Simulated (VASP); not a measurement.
# Pd (Im-3m) in VASP: relaxation of cell and atoms with PBE

Aim: the relaxation of cell and atoms of Pd with PBE.

All numbers are computed with VASP 6.6.1; they aren't measurements. Logs are shortened: lines on timing, memory, paths and dates and some standing lists are left out, and cuts for length are marked.

### 1 The cell of the first run

The structure is cubic, space group Im-3m (No. 229). Conventional cell: a = 3.138 Å, b = 3.138 Å, c = 3.138 Å, α = 90.00°, β = 90.00°, γ = 90.00°. Pd (site symmetry m-3m) has 14 Pd at 2.72 to 3.14 Å within 3.6 Å.

This isn't the form of Pd at room conditions, which is fcc.

### 2 Relaxation of cell and atoms, PBE, non-collinear spin, zero start, spin-orbit coupling

File INCAR:

```
PREC     = Accurate       # precision mode
ENCUT    = 600            # plane-wave cutoff, eV
EDIFF    = 1E-7           # SCF threshold, eV
ISMEAR   = -1             # smearing method
SIGMA    = 0.05           # smearing width, eV
LREAL    = F              # projectors in reciprocal space
LASPH    = T              # aspherical terms in the spheres
NELM     = 150            # most SCF steps
ALGO     = Normal         # electronic algorithm
ISIF     = 3              # what is computed and relaxed
LWAVE    = F              # write WAVECAR
LCHARG   = F              # write CHGCAR
MAGMOM   = 0 0 0          # initial moments
LORBIT   = 11             # projections on sites
LSORBIT  = T              # spin-orbit coupling
GGA_COMPAT= F            
LORBMOM  = T            
LMAXMIX  = 4              # l up to which the mixer works
GGA      = PE             # functional
IBRION   = 2              # ionic algorithm
NSW      = 45             # ionic steps
EDIFFG   = -0.005         # ionic threshold
```

File KPOINTS:

```
Automatic mesh
0
Gamma
  18 18 18
```

File POSCAR:

```
Pd
1.0
   -1.5690291878      1.5690291878      1.5690291878
    1.5690291878     -1.5690291878      1.5690291878
    1.5690291878      1.5690291878     -1.5690291878
Pd
1
Direct
    0.0000000000      0.0000000000      0.0000000000
```

Potentials or basis: VASP PAW PBE potentials, release 64 (Pd).

Launch:

```console
$ cat potpaw_PBE.64/Pd/POTCAR > POTCAR
$ mpirun -np 1 vasp_ncl > vasp.out
```

OUTCAR:

```text
PREC = Accurate
   ENCUT = 600
   EDIFF = 1E-7
   ISMEAR = -1
   LREAL = F
   LASPH = T
   NELM = 150
   ISIF = 3
   LORBIT = 11
   LSORBIT = T
   GGA = PE
   IBRION = 2
   NSW = 45
   EDIFFG = -0.005

 ion  position               nearest neighbor table
   1  0.000  0.000  0.000-

  LATTYP: Found a body centered cubic cell.
 ALAT       =     3.1380583756

  Lattice vectors:

 A1 = (  -1.5690291878,   1.5690291878,   1.5690291878)
 A2 = (   1.5690291878,  -1.5690291878,   1.5690291878)
 A3 = (   1.5690291878,   1.5690291878,  -1.5690291878)

Analysis of symmetry for initial positions (statically):
=====================================================================
 Subroutine PRICEL returns:
 Original cell was already a primitive cell.

 Routine SETGRP: Setting up the symmetry group for a
 body centered cubic supercell.

 Subroutine GETGRP returns: Found 48 space group operations
 (whereof 48 operations were pure point group operations)
 out of a pool of 48 trial point group operations.

The static configuration has the point symmetry O_h .

Analysis of symmetry for dynamics (positions and initial velocities):
=====================================================================
 Subroutine PRICEL returns:
 Original cell was already a primitive cell.

 Routine SETGRP: Setting up the symmetry group for a
 body centered cubic supercell.

 Subroutine GETGRP returns: Found 48 space group operations
 (whereof 48 operations were pure point group operations)
 out of a pool of 48 trial point group operations.

The dynamic configuration has the point symmetry O_h .

Analysis of structural, dynamic, and magnetic symmetry:
=====================================================================
 Subroutine PRICEL returns:
 Original cell was already a primitive cell.

 Routine SETGRP: Setting up the symmetry group for a
 body centered cubic supercell.

 Subroutine GETGRP returns: Found 48 space group operations
 (whereof 48 operations were pure point group operations)
 out of a pool of 48 trial point group operations.

The overall configuration has the point symmetry O_h .

 Subroutine INISYM returns: Found 48 space group operations
 (whereof 48 operations are pure point group operations),
 and found     1 'primitive' translations

----------------------------------------------------------------------------------------

                                     Primitive cell

  volume of cell :      15.4509

  direct lattice vectors                    reciprocal lattice vectors
    -1.569029188  1.569029188  1.569029188     0.000000000  0.318668387  0.318668387
     1.569029188 -1.569029188  1.569029188     0.318668387  0.000000000  0.318668387
     1.569029188  1.569029188 -1.569029188     0.318668387  0.318668387  0.000000000

  length of vectors
     2.717638272  2.717638272  2.717638272     0.450665154  0.450665154  0.450665154

  position of ions in fractional coordinates (direct lattice)
     0.000000000  0.000000000  0.000000000

  ion indices of the primitive-cell ions
   primitive index   ion index
                 1           1

----------------------------------------------------------------------------------------

 KPOINTS: Automatic mesh

Automatic generation of k-mesh.
 Grid dimensions read from file:
 generate k-points for:   18   18   18

 Generating k-lattice:

  Cartesian coordinates                     Fractional coordinates (reciprocal lattice)
     0.000000000  0.017703799  0.017703799     0.055555556  0.000000000  0.000000000
     0.017703799  0.000000000  0.017703799     0.000000000  0.055555556  0.000000000
     0.017703799  0.017703799  0.000000000     0.000000000  0.000000000  0.055555556

  Length of vectors
     0.025036953  0.025036953  0.025036953

  Shift w.r.t. Gamma in fractional coordinates (k-lattice)
     0.000000000  0.000000000  0.000000000

 Subroutine IBZKPT returns following result:
 ===========================================

 Found    195 irreducible k-points:

 Following reciprocal coordinates:
            Coordinates               Weight
  0.000000  0.000000  0.000000      1.000000
  0.055556  0.000000  0.000000     12.000000
  0.111111  0.000000  0.000000     12.000000
  0.166667  0.000000  0.000000     12.000000
  0.222222  0.000000  0.000000     12.000000
  0.277778  0.000000  0.000000     12.000000
[... 16 lines left out ...]
  0.333333  0.111111  0.000000     48.000000
  0.388889  0.111111  0.000000     48.000000
 [... further k-points ...]
   k-points           NKPTS =    195   k-points in BZ     NKDIM =    195   number of bands    NBANDS=     18
   number of dos      NEDOS =    301   number of ions     NIONS =      1
   total plane-waves  NPLWV =  13824
   dimension x,y,z NGX =    24 NGY =   24 NGZ =   24
   dimension x,y,z NGXF=    48 NGYF=   48 NGZF=   48
   ions per type =               1
   NGX,Y,Z   is equivalent  to a cutoff of  14.68, 14.68, 14.68 a.u.
   NGXF,Y,Z  is equivalent  to a cutoff of  29.36, 29.36, 29.36 a.u.
 SYSTEM =  unknown system
   PREC   = accura    normal or accurate (medium, high low for compatibility)
   ISTART =      0    job   : 0-new  1-cont  2-samecut
   ICHARG =      2    charge: 1-file 2-atom 10-const
   ISPIN  =      1    spin polarized calculation?
   LNONCOLLINEAR =      T non collinear calculations
   LSORBIT =      T    spin-orbit coupling
   LASPH  =      T    aspherical Exc in radial PAW
   ENCUT  =  600.0 eV  44.10 Ry    6.64 a.u.   5.43  5.43  5.43*2*pi/ulx,y,z
   NELM   =    150;   NELMIN=  2; NELMDL= -5     # of ELM steps
   EDIFF  = 0.1E-06   stopping-criterion for ELM
   LREAL  =      F    real-space projection
   EDIFFG = -.5E-02   stopping-criterion for IOM
   NSW    =     45    number of steps for IOM
   IBRION =      2    ionic relax: 0-MD 1-quasi-New 2-CG
   NFREE  =      1    steps in history (QN), initial steepest desc. (CG)
   ISIF   =      3    stress and relaxation
   ISYM   =      2    0-nonsym 1-usesym 2-fastsym
   POTIM  = 0.5000    time-step for ionic-motion
   TEBEG  =    0.0;   TEEND  =   0.0 temperature during run
   PSTRESS=    0.0 pullay stress
   NELECT =      10.0000    total number of electrons
   NUPDOWN=      -1.0000    fix difference up-down
   EMIN   =  10.00;   EMAX   =-10.00  energy-range for DOS
   EFERMI =   0.00;   METHOD = LEGACY
   ISMEAR =    -1;   SIGMA  =   0.05  broadening in eV -4-tet -1-fermi 0-gaus
   EFERMI_NEDOS =   21; number of points for ismear=-14 and -15
   IALGO  =     38    algorithm
   IMIX   =      4    mixing-type and parameters
     AMIX     =   0.40;   BMIX     =  1.00
     AMIX_MAG =   1.60;   BMIX_MAG =  1.00
  volume/ion in A,a.u.               =      15.45       104.27
  Fermi-wavevector in a.u.,A,eV,Ry     =   1.416089  2.676020 27.283864  2.005307
  Thomas-Fermi vector in A             =   2.537460
   LORBIT       =     11    0 simple, 1 ext, 2 COOP (PROOUT), +10 PAW based schemes
   GGA     = PE    functional components
   LHFCALC =     F    Hartree Fock is set to
   AEXX    =    0.0000 exact exchange contribution
   IVDW    =     0    specifies the selected vdW correction
   LEPSILON=     F    determine dielectric tensor
   LRPA    =     F    only Hartree local field effects (RPA)
 conjugate gradient relaxation of ions
  energy-cutoff  :      600.00
  volume of cell :       15.45
 maximum number of plane-waves:      1066
 NGX is ok and might be reduce to    24
   NGX = 11   NGY = 11   NGZ = 11

--------------------------------------- Ionic step        1  -------------------------------------------

 number of electron      10.0000000 magnetization       0.0000000      0.0000000      0.0000000

 number of electron      10.0000003 magnetization      -0.0000000      0.0000000      0.0000000

 number of electron      10.0000003 magnetization       0.0000000     -0.0000000     -0.0000000

 Free energy of the ion-electron system (eV)
  ---------------------------------------------------
  ext. energy  EPLUGINS =         0.00000000
  ---------------------------------------------------
  free energy    TOTEN  =        -5.22176249 eV

  energy without entropy =       -5.21149375  energy(sigma->0) =       -5.21662812

------------------------ aborting loop because EDIFF is reached ----------------------------------------

  FORCE on cell =-STRESS in cart. coord.  units (eV):
  Direction    XX          YY          ZZ          XY          YZ          ZX
  --------------------------------------------------------------------------------------
  -------------------------------------------------------------------------------------
  Total       -0.0321568     -0.0321568     -0.0321568      0.0000000     -0.0000000      0.0000000
  in kB       -3.3344985     -3.3344985     -3.3344985      0.0000000     -0.0000000      0.0000000
  external PRESSURE =      -3.3344985 kB  Pullay stress =       0.0000000 kB
[... 59 lines left out ...]
--------------------------------------- Ionic step        3  -------------------------------------------

 number of electron      10.0000003 magnetization      -0.0000000      0.0000000      0.0000000

 number of electron      10.0000003 magnetization       0.0000000     -0.0000000     -0.0000000

 Free energy of the ion-electron system (eV)
  ---------------------------------------------------
  ext. energy  EPLUGINS =         0.00000000
  ---------------------------------------------------
  free energy    TOTEN  =        -5.22179707 eV

  energy without entropy =       -5.21156991  energy(sigma->0) =       -5.21668349

 E-fermi :   9.0581     XC(G=0): -12.9060

 val. band max:        9.0400359334   @ k =  -0.3889   0.5000   0.0556
 cond. band min:       9.0614118147   @ k =  -0.3889   0.4444   0.3333
 fundamental gap:      0.0213758814
 Fermi energy:         9.0581467690

 k-point     1 :       0.0000    0.0000    0.0000
  band No.  band energies     occupation
      1       2.2597      1.00000
      2       2.2597      1.00000
      3       6.1641      1.00000
      4       6.1641      1.00000
      5       6.1641      1.00000
      6       6.1641      1.00000
[... 10 lines left out ...]
     17      28.3457      0.00000
     18      28.3457      0.00000
[... 466 lines left out ...]
      2       4.3425      1.00000
      3       5.2541      1.00000
      4       5.2541      1.00000
      5       7.7118      1.00000
      6       7.7118      1.00000
[... 10 lines left out ...]
     17      25.8711      0.00000
     18      25.8711      0.00000

 [... further k-points ...]

------------------------ aborting loop because EDIFF is reached ----------------------------------------

  FORCE on cell =-STRESS in cart. coord.  units (eV):
  Direction    XX          YY          ZZ          XY          YZ          ZX
  --------------------------------------------------------------------------------------
  -------------------------------------------------------------------------------------
  Total        0.0014391      0.0014391      0.0014391     -0.0000000     -0.0000000      0.0000000
  in kB        0.1495460      0.1495460      0.1495460     -0.0000000     -0.0000000      0.0000000
  external PRESSURE =       0.1495460 kB  Pullay stress =       0.0000000 kB
[... 16 lines left out ...]
  FREE ENERGIE OF THE ION-ELECTRON SYSTEM (eV)
  ---------------------------------------------------
  free  energy   TOTEN  =        -5.2217970737 eV

  energy  without entropy=       -5.2115699083  energy(sigma->0) =       -5.21668349

 reached required accuracy - stopping structural energy minimisation

 orbital moment (x)

 # of ion     p       d       tot
 ----------------------------------------
  1        -0.000   0.000   0.000
 ----------------------------------------
           -0.000   0.000   0.000

 orbital moment (y)

 # of ion     p       d       tot
 ----------------------------------------
  1        -0.000  -0.000  -0.000
 ----------------------------------------
           -0.000  -0.000  -0.000

 orbital moment (z)

 # of ion     p       d       tot
 ----------------------------------------
  1         0.000   0.000   0.000
 ----------------------------------------
            0.000   0.000   0.000

 Spin-Orbit-Coupling matrix elements

 Ion:    1  E_soc:     -0.0812686
 l=   1
     0.0000000    -0.0023105    -0.0023105
    -0.0023105     0.0000000    -0.0023105
    -0.0023105    -0.0023105     0.0000000
 l=   2
     0.0000000    -0.0026681     0.0000000    -0.0026681    -0.0085662
    -0.0026681     0.0000000    -0.0064246    -0.0026681    -0.0021415
     0.0000000    -0.0064246     0.0000000    -0.0064246     0.0000000
    -0.0026681    -0.0026681    -0.0064246     0.0000000    -0.0021415
    -0.0085662    -0.0021415     0.0000000    -0.0021415     0.0000000
 l=   3
     0.0000000     0.0000000     0.0000000     0.0000000     0.0000000     0.0000000     0.0000000
     0.0000000     0.0000000     0.0000000     0.0000000     0.0000000     0.0000000     0.0000000
     0.0000000     0.0000000     0.0000000     0.0000000     0.0000000     0.0000000     0.0000000
     0.0000000     0.0000000     0.0000000     0.0000000     0.0000000     0.0000000     0.0000000
     0.0000000     0.0000000     0.0000000     0.0000000     0.0000000     0.0000000     0.0000000
     0.0000000     0.0000000     0.0000000     0.0000000     0.0000000     0.0000000     0.0000000
     0.0000000     0.0000000     0.0000000     0.0000000     0.0000000     0.0000000     0.0000000

 total charge

# of ion       s       p       d       tot
------------------------------------------
    1        0.467   0.426   8.470   9.363

 magnetization (x)

# of ion       s       p       d       tot
------------------------------------------
    1        0.000   0.000   0.000   0.000

 magnetization (y)

# of ion       s       p       d       tot
------------------------------------------
    1       -0.000   0.000   0.000   0.000

 magnetization (z)

# of ion       s       p       d       tot
------------------------------------------
    1        0.000  -0.000   0.000  -0.000
```

Wall time 2 min (1 thread of Intel Xeon 6975P-C (Granite Rapids), shared host); peak memory 0.27 GiB.

What came out:

| Item | Value |
| --- | --- |
| Free energy | -5.2218 eV |
| Relaxed volume | 15.42 Å³/atom |
| Relaxed cell | a = 2.716 Å, b = 2.716 Å, c = 2.716 Å, α = 109.47°, β = 109.47°, γ = 109.47° |
| Space group after relaxing (to 0.1 Å) | Im-3m (No. 229) |
| Energy gained by relaxing | 0.0 meV/atom |
| Ionic steps | 3 |
| Pressure after relaxing | 0.0 GPa |
| Net moment | 0.00 μB per cell |
| Valence electrons inside the program's atomic spheres | Pd 9.36 |

Final structure:
```
Pd
1.0
    -1.56792    1.56792    1.56792
     1.56792   -1.56792    1.56792
     1.56792    1.56792   -1.56792
Pd
1
Direct
  0.00000 0.00000 0.00000
```

Moments on the atoms (μB; x, y, z):
```
Pd  0.00 0.00 0.00
```
